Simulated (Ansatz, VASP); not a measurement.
**CaO in VASP and in Ansatz**

```xyz
4
Lattice="3.9808 0.0000 0.0000 -1.9904 3.4475 0.0000 0.0000 0.0000 4.7704" Properties=species:S:1:pos:R:3 pbc="T T T"
Ca    0.0000    2.2983   -0.2982
Ca    1.9904    1.1492    2.0871
O     0.0000    2.2983    2.0871
O     1.9904    1.1492    4.4723
```

Alike in both runs: task single point; functional PBE; k mesh 12 × 12 × 6; occupations fermi-dirac, width 0.02 eV; no spin polarisation.

```csv
,VASP,Ansatz
version,VASP 6.6.1,Ansatz 0.2.0
potentials or method,"VASP PAW PBE potentials, release 64 (Ca_sv, O)","plane waves, PAW"
plane-wave cutoff (eV),520,420
valence electrons in the cell,32,32
```

|  | VASP | Ansatz | Ansatz less VASP |
| --- | --- | --- | --- |
| gap on the k mesh at the Fermi level (eV) | 3.19 | 3.21 | +0.015 |
| pressure (GPa) | 2.3 | 1.8 | -0.51 |
| traceless stress, the component that is largest in VASP (GPa) | 0.33 | 0.31 | -0.023 |
